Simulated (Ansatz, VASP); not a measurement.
W: VASP beside Ansatz

File POSCAR:

```
W
1.0
    2.7656173692      0.0000000000      0.0000000000
   -1.3828086846      2.3950948989      0.0000000000
    0.0000000000      0.0000000000      9.8669796411
W
4
Direct
    0.0000000000      0.0000000000      0.0000000000
    0.0000000000      0.0000000000      0.5000000000
    0.3333333333      0.6666666667      0.7500000000
    0.6666666667      0.3333333333      0.2500000000
```

File INCAR.step1:

```
  PREC = Accurate
  ENCUT = 600
  ISMEAR = 0
  SIGMA = 0.1
  LREAL = False
  LASPH = True
  NELM = 60
  GGA = PE
  ALGO = Normal
  EDIFF = 1E-4
  LWAVE = True
  LCHARG = False
```

INCAR.step2

```
  PREC = Accurate
  ENCUT = 600
  EDIFF = 1E-6
  ISMEAR = 0
  SIGMA = 0.1
  LREAL = False
  LASPH = True
  NELM = 60
  ALGO = Normal
  ISIF = 3
  LWAVE = False
  LCHARG = False
  METAGGA = R2SCAN
  LMIXTAU = True
  IBRION = 2
  NSW = 90
  EDIFFG = -0.04
  ISTART = 1
```

Contents of KPOINTS:

```
regular mesh
0
Gamma
  9 9 2
```

Input for Ansatz:

```yaml
crystal:
  lattice:
    - [2.7656173692, 0.0, 0.0]
    - [-1.3828086846, 2.3950948989, 0.0]
    - [0.0, 0.0, 9.8669796411]
  atoms:
    - { symbol: W, position: [0.0, 0.0, 0.0] }
    - { symbol: W, position: [0.0, 0.0, 0.5] }
    - { symbol: W, position: [0.3333333333, 0.6666666667, 0.75] }
    - { symbol: W, position: [0.6666666667, 0.3333333333, 0.25] }
basis:
  ecutwfc: 500
kpoints:
  mp_grid: { grid: [9, 9, 2] }
hamiltonian:
  xc: r2scan
scf:
  occupations: { method: gaussian, width: 0.1 }
  lower_state_search: "off"
output:
  forces: true
  stress: true
  eigenvalues: true
relax:
  adjacent_minimum: "off"
  f_tol: 0.04
  max_steps: 70
  cell: { stress_tol: 0.4 }
```

Alike in both runs: task relaxation of cell and atoms; functional r2SCAN; k mesh 9 × 9 × 2; occupations gaussian, width 0.1 eV; no spin polarisation.

|  | VASP | Ansatz |
| --- | --- | --- |
| version | VASP 6.6.1 | Ansatz 0.2.0 |
| potentials or method | VASP PAW PBE potentials, release 64 (W_sv), cutoff 600 eV | scalar-relativistic, plane waves, PAW |
| valence electrons in the cell | 56 | 56 |

VASP gave:

```
gap on the k mesh at the Fermi level, each at its own relaxed structure (eV) : none
relaxed volume (Å³/atom)                                                     : 16.34
relaxed cell length with the largest relative difference (Å)                 : 9.829
```

Task: What did Ansatz give for the same quantities?

Result: gap on the k mesh at the Fermi level, each at its own relaxed structure (eV): none; relaxed volume (Å³/atom): 16.28; relaxed cell length with the largest relative difference (Å): 9.816.

VASP's potentials were made for PBE, not for r2SCAN. A gap of «none» marks a metal or a gap that the smearing closes.

Spin-orbit coupling is off throughout.
